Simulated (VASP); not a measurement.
# Ge2Sb2Te5 (C2/m) in VASP: single point with PBE

Aim: the single point of Ge2Sb2Te5 with PBE.

Everything below comes from runs of VASP 6.6.1. Logs are shortened: lines on timing, memory, paths and dates and some standing lists are left out, and cuts for length are marked.

## 1. The cell of the first run

The typed cell holds 9 atoms: a = 4.250 Å, b = 4.250 Å, c = 18.728 Å, α = 96.53°, β = 83.47°, γ = 120.00°.

## 2. Single point, PBE

File INCAR:

```
PREC = Accurate ; ENCUT = 520
EDIFF = 1E-6 ; ISMEAR = 0
SIGMA = 0.03 ; LREAL = F
LASPH = T ; NELM = 100
ALGO = Normal ; ISIF = 2
LWAVE = F ; LCHARG = F
GGA = PE ; ISYM = 0
NBANDS = 44 ; KPAR = 4
```

File KPOINTS:

```
regular mesh
0
Gamma
  10 10 2
```

File POSCAR:

```
Ge2Sb2Te5
1.0
    4.2501930221      0.0001848241      0.0004252956
   -2.1249364486      3.6808675402     -0.0004252956
    2.1267793637     -1.2278966381     18.5663428850
Te Sb Ge
5 2 2
Direct
    0.0000000000      0.0000000000      0.0000000000
    0.5984930051      0.4015069949      0.2041770728
    0.1995150640      0.8004849360      0.4009809331
    0.8004849360      0.1995150640      0.5990190669
    0.4015069949      0.5984930051      0.7958229272
    0.2967177301      0.7032822699      0.1096793553
    0.7032822699      0.2967177301      0.8903206447
    0.8917641800      0.1082358200      0.3243939760
    0.1082358200      0.8917641800      0.6756060240
```

Potentials or basis: VASP PAW PBE potentials, release 64 (Te, Sb, Ge_d).

The run is started by

```
cat potpaw_PBE.64/Te/POTCAR potpaw_PBE.64/Sb/POTCAR potpaw_PBE.64/Ge_d/POTCAR > POTCAR
mpirun -np 4 vasp_std > vasp.out
```

OUTCAR:

```text
PREC = Accurate
   ENCUT = 520
   EDIFF = 1E-6
   ISMEAR = 0
   LREAL = F
   LASPH = T
   NELM = 100
   ISIF = 2
   GGA = PE
   ISYM = 0

 ion  position               nearest neighbor table
   1  0.000  0.000  0.000-   6 3.19   7 3.19   6 3.19   7 3.19   7 3.19   6 3.19
   2  0.598  0.402  0.204-   6 3.02   6 3.02   6 3.02
   3  0.200  0.800  0.401-   8 2.84   8 2.84   8 2.84
   4  0.800  0.200  0.599-   9 2.84   9 2.84   9 2.84
   5  0.402  0.598  0.796-   7 3.02   7 3.02   7 3.02
   6  0.297  0.703  0.110-   2 3.02   2 3.02   2 3.02   1 3.19   1 3.19   1 3.19
   7  0.703  0.297  0.890-   5 3.02   5 3.02   5 3.02   1 3.19   1 3.19   1 3.19
   8  0.892  0.108  0.324-   3 2.84   3 2.84   3 2.84
   9  0.108  0.892  0.676-   4 2.84   4 2.84   4 2.84

IMPORTANT INFORMATION: All symmetrisations will be switched off!
NOSYMM: (Re-)initialisation of all symmetry stuff for point group C_1.

----------------------------------------------------------------------------------------

                                     Primitive cell

  volume of cell :     290.4621

  direct lattice vectors                    reciprocal lattice vectors
     4.250193022  0.000184824  0.000425296     0.235279323  0.135822863 -0.017968578
    -2.124936449  3.680867540 -0.000425296    -0.000013612  0.271669303  0.017968578
     2.126779364 -1.227896638 18.566342885    -0.000005390  0.000003112  0.053861727

  length of vectors
     4.250193047  4.250193047 18.728054056     0.272262888  0.272262888  0.053861727

  position of ions in fractional coordinates (direct lattice)
     0.000000000  0.000000000  0.000000000
     0.598493005  0.401506995  0.204177073
     0.199515064  0.800484936  0.400980933
     0.800484936  0.199515064  0.599019067
     0.401506995  0.598493005  0.795822927
     0.296717730  0.703282270  0.109679355
     0.703282270  0.296717730  0.890320645
     0.891764180  0.108235820  0.324393976
     0.108235820  0.891764180  0.675606024

  ion indices of the primitive-cell ions
   primitive index   ion index
                 1           1
                 2           2
                 3           3
                 4           4
                 5           5
                 6           6
                 7           7
                 8           8
                 9           9

----------------------------------------------------------------------------------------

 KPOINTS: regular mesh

Automatic generation of k-mesh.
 Grid dimensions read from file:
 generate k-points for:   10   10    2

 Generating k-lattice:

  Cartesian coordinates                     Fractional coordinates (reciprocal lattice)
     0.023527932  0.013582286 -0.001796858     0.100000000  0.000000000  0.000000000
    -0.000001361  0.027166930  0.001796858     0.000000000  0.100000000  0.000000000
    -0.000002695  0.000001556  0.026930863    -0.000000000  0.000000000  0.500000000

  Length of vectors
     0.027226289  0.027226289  0.026930863

  Shift w.r.t. Gamma in fractional coordinates (k-lattice)
     0.000000000  0.000000000  0.000000000

 Subroutine IBZKPT returns following result:
 ===========================================

 Found    104 irreducible k-points:

 Following reciprocal coordinates:
            Coordinates               Weight
  0.000000  0.000000  0.000000      1.000000
  0.100000  0.000000  0.000000      2.000000
  0.000000  0.100000  0.000000      2.000000
  0.200000  0.000000  0.000000      2.000000
  0.000000  0.200000  0.000000      2.000000
  0.300000 -0.000000  0.000000      2.000000
[... 16 lines left out ...]
 -0.300000  0.100000  0.000000      2.000000
  0.100000 -0.300000 -0.000000      2.000000
 [... further k-points ...]
   k-points           NKPTS =    104   k-points in BZ     NKDIM =    104   number of bands    NBANDS=     44
   number of dos      NEDOS =    301   number of ions     NIONS =      9
   total plane-waves  NPLWV = 143360
   dimension x,y,z NGX =    32 NGY =   32 NGZ =  140
   dimension x,y,z NGXF=    64 NGYF=   64 NGZF=  280
   ions per type =               5   2   2
   NGX,Y,Z   is equivalent  to a cutoff of  12.52, 12.52, 12.43 a.u.
   NGXF,Y,Z  is equivalent  to a cutoff of  25.03, 25.03, 24.86 a.u.
 SYSTEM =  unknown system
   PREC   = accura    normal or accurate (medium, high low for compatibility)
   ISTART =      0    job   : 0-new  1-cont  2-samecut
   ICHARG =      2    charge: 1-file 2-atom 10-const
   ISPIN  =      1    spin polarized calculation?
   LNONCOLLINEAR =      F non collinear calculations
   LSORBIT =      F    spin-orbit coupling
   LASPH  =      T    aspherical Exc in radial PAW
   ENCUT  =  520.0 eV  38.22 Ry    6.18 a.u.   7.90  7.90 34.82*2*pi/ulx,y,z
   NELM   =    100;   NELMIN=  2; NELMDL= -5     # of ELM steps
   EDIFF  = 0.1E-05   stopping-criterion for ELM
   LREAL  =      F    real-space projection
   EDIFFG = 0.1E-04   stopping-criterion for IOM
   NSW    =      0    number of steps for IOM
   IBRION =     -1    ionic relax: 0-MD 1-quasi-New 2-CG
   NFREE  =      0    steps in history (QN), initial steepest desc. (CG)
   ISIF   =      2    stress and relaxation
   ISYM   =      0    0-nonsym 1-usesym 2-fastsym
   POTIM  = 0.5000    time-step for ionic-motion
   TEBEG  =    0.0;   TEEND  =   0.0 temperature during run
   PSTRESS=    0.0 pullay stress
   NELECT =      68.0000    total number of electrons
   NUPDOWN=      -1.0000    fix difference up-down
   EMIN   =  10.00;   EMAX   =-10.00  energy-range for DOS
   EFERMI =   0.00;   METHOD = LEGACY
   ISMEAR =     0;   SIGMA  =   0.03  broadening in eV -4-tet -1-fermi 0-gaus
   EFERMI_NEDOS =   21; number of points for ismear=-14 and -15
   IALGO  =     38    algorithm
   IMIX   =      4    mixing-type and parameters
     AMIX     =   0.40;   BMIX     =  1.00
     AMIX_MAG =   1.60;   BMIX_MAG =  1.00
  volume/ion in A,a.u.               =      32.27       217.79
  Fermi-wavevector in a.u.,A,eV,Ry     =   1.008977  1.906690 13.851204  1.018035
  Thomas-Fermi vector in A             =   2.141877
   LORBIT       =      0    0 simple, 1 ext, 2 COOP (PROOUT), +10 PAW based schemes
   GGA     = PE    functional components
   LHFCALC =     F    Hartree Fock is set to
   AEXX    =    0.0000 exact exchange contribution
   IVDW    =     0    specifies the selected vdW correction
   LEPSILON=     F    determine dielectric tensor
   LRPA    =     F    only Hartree local field effects (RPA)
 non-spin polarized calculation
 Gauss-broadening in eV      SIGMA  =   0.03
  energy-cutoff  :      520.00
  volume of cell :      290.46
 maximum number of plane-waves:      7858
   NGX = 15   NGY = 15   NGZ = 69

 number of electron      68.0000019 magnetization

 Free energy of the ion-electron system (eV)
  ---------------------------------------------------
  ext. energy  EPLUGINS =         0.00000000
  ---------------------------------------------------
  free energy    TOTEN  =       -33.84798478 eV

  energy without entropy =      -33.84773492  energy(sigma->0) =      -33.84785985

 E-fermi :   5.6348     XC(G=0):  -9.0716

 val. band max:        5.6116995403   @ k =   0.0000   0.0000   0.0000
 cond. band min:       5.6403889630   @ k =   0.0000   0.0000   0.0000
 fundamental gap:      0.0286894227
 Fermi energy:         5.6348228049

 k-point     1 :       0.0000    0.0000    0.0000
  band No.  band energies     occupation
      1     -19.1646      2.00000
      2     -19.1646      2.00000
      3     -19.1646      2.00000
      4     -19.1646      2.00000
      5     -19.1517      2.00000
      6     -19.1517      2.00000
[... 36 lines left out ...]
     43       7.7376      0.00000
     44       7.8069      0.00000

 k-point     2 :       0.1000    0.0000    0.0000
  band No.  band energies     occupation
      1     -19.1647      2.00000
      2     -19.1647      2.00000
      3     -19.1643      2.00000
      4     -19.1643      2.00000
      5     -19.1518      2.00000
      6     -19.1518      2.00000
[... 36 lines left out ...]
     43       7.9128      0.00000
     44       8.1014      0.00000

 k-point     3 :       0.0000    0.1000    0.0000
  band No.  band energies     occupation
      1     -19.1647      2.00000
      2     -19.1647      2.00000
      3     -19.1643      2.00000
      4     -19.1643      2.00000
      5     -19.1518      2.00000
      6     -19.1518      2.00000
[... 36 lines left out ...]
     43       7.9128      0.00000
     44       8.0913      0.00000

 k-point     4 :       0.2000    0.0000    0.0000
  band No.  band energies     occupation
      1     -19.1652      2.00000
      2     -19.1651      2.00000
      3     -19.1637      2.00000
      4     -19.1637      2.00000
      5     -19.1522      2.00000
      6     -19.1522      2.00000
[... 882 lines left out ...]
     43       8.6466      0.00000
     44       9.0816      0.00000

 k-point    23 :      -0.3000    0.1000    0.0000
  band No.  band energies     occupation
      1     -19.1654      2.00000
      2     -19.1654      2.00000
      3     -19.1633      2.00000
      4     -19.1633      2.00000
      5     -19.1524      2.00000
      6     -19.1524      2.00000
[... 36 lines left out ...]
     43       8.5815      0.00000
     44       8.9158      0.00000

 k-point    24 :       0.1000   -0.3000   -0.0000
  band No.  band energies     occupation
      1     -19.1654      2.00000
      2     -19.1654      2.00000
      3     -19.1633      2.00000
      4     -19.1633      2.00000
      5     -19.1524      2.00000
      6     -19.1524      2.00000
[... 36 lines left out ...]
     43       8.5815      0.00000
     44       8.9253      0.00000

 [... further k-points ...]

------------------------ aborting loop because EDIFF is reached ----------------------------------------

  FORCE on cell =-STRESS in cart. coord.  units (eV):
  Direction    XX          YY          ZZ          XY          YZ          ZX
  --------------------------------------------------------------------------------------
  -------------------------------------------------------------------------------------
  Total       -0.0151488     -0.0154837      0.0025709     -0.0001785     -0.0003479      0.0005803
  in kB       -0.0835602     -0.0854075      0.0141811     -0.0009844     -0.0019190      0.0032010
  external PRESSURE =      -0.0515955 kB  Pullay stress =       0.0000000 kB

 VOLUME and BASIS-vectors are now :
 -----------------------------------------------------------------------------
  energy-cutoff  :      520.00
  volume of cell :      290.46
      direct lattice vectors                 reciprocal lattice vectors
     4.250193022  0.000184824  0.000425296     0.235279323  0.135822863 -0.017968578
    -2.124936449  3.680867540 -0.000425296    -0.000013612  0.271669303  0.017968578
     2.126779364 -1.227896638 18.566342885    -0.000005390  0.000003112  0.053861727

 POSITION                                       TOTAL-FORCE (eV/Angst)
 -----------------------------------------------------------------------------------
      0.00000      0.00000      0.00000        -0.000001      0.000000      0.000136
      2.12477      1.22730      3.79091         0.000057     -0.000033      0.013946
     -0.00020      2.45415      7.44449        -0.000004      0.000001      0.010355
      4.25224     -0.00100     11.12185         0.000003     -0.000002     -0.010322
      2.12726      1.22586     14.77544        -0.000057      0.000033     -0.013783
     -0.00006      2.45407      2.03617        -0.000027      0.000016     -0.016869
      4.25209     -0.00091     16.53017         0.000027     -0.000016      0.016604
      4.25009      0.00024      6.02314        -0.000635      0.000367     -0.015663
      0.00195      2.45291     12.54320         0.000636     -0.000365      0.015596
 -----------------------------------------------------------------------------------
    total drift:                                0.000003      0.000001     -0.000050

  FREE ENERGIE OF THE ION-ELECTRON SYSTEM (eV)
  ---------------------------------------------------
  free  energy   TOTEN  =       -33.8479847835 eV

  energy  without entropy=      -33.8477349217  energy(sigma->0) =      -33.84785985
```

Run time: 13 min. Hardware: 4 MPI ranks of Intel Xeon Platinum 8175M at 2.50GHz (Skylake/Cascade Lake), shared host; peak memory 1.2 GiB.

What came out:

```
Free energy            : -33.8480 eV
Pressure               : 0.0 GPa
Largest force          : 0.017 eV/Å
Band gap on the k mesh : 0.03 eV
```

Forces on the atoms (eV/Å):
```
Te   0.000  0.000  0.000
Te   0.000  0.000  0.014
Te   0.000  0.000  0.010
Te   0.000  0.000 -0.010
Te   0.000  0.000 -0.014
Sb   0.000  0.000 -0.017
Sb   0.000  0.000  0.017
Ge  -0.001  0.000 -0.016
Ge   0.001  0.000  0.016
```

Levels at points of the mesh, in eV from the valence-band top:
| k point | band 32 | band 33 | band 34 | band 35 | band 36 | band 37 |
| --- | --- | --- | --- | --- | --- | --- |
| (0.00, 0.00, 0.00) | -1.12 | -1.07 | 0.00 | 0.03 | 0.24 | 0.24 |
| (0.50, 0.00, 0.00) | -1.64 | -1.42 | -1.15 | 0.26 | 0.64 | 0.69 |
| (0.00, 0.50, 0.00) | -1.64 | -1.42 | -1.15 | 0.26 | 0.64 | 0.69 |
| (0.50, 0.50, 0.00) | -1.77 | -1.67 | -0.83 | 0.22 | 0.73 | 0.78 |
| (0.00, 0.00, 0.50) | -1.33 | -0.87 | -0.07 | 0.07 | 0.24 | 0.24 |
| (0.50, 0.00, 0.50) | -1.76 | -1.67 | -0.83 | 0.22 | 0.73 | 0.78 |
| (0.00, 0.50, 0.50) | -1.76 | -1.67 | -0.83 | 0.22 | 0.73 | 0.78 |
| (0.50, 0.50, 0.50) | -1.64 | -1.42 | -1.15 | 0.26 | 0.64 | 0.69 |

Caveat: spin-orbit coupling is left out, which moves the levels of the heavy elements; this functional lacks dispersion, which binds layers or chains, so the pressure and a relaxed spacing across them are unreliable. A k mesh can miss the band edges.
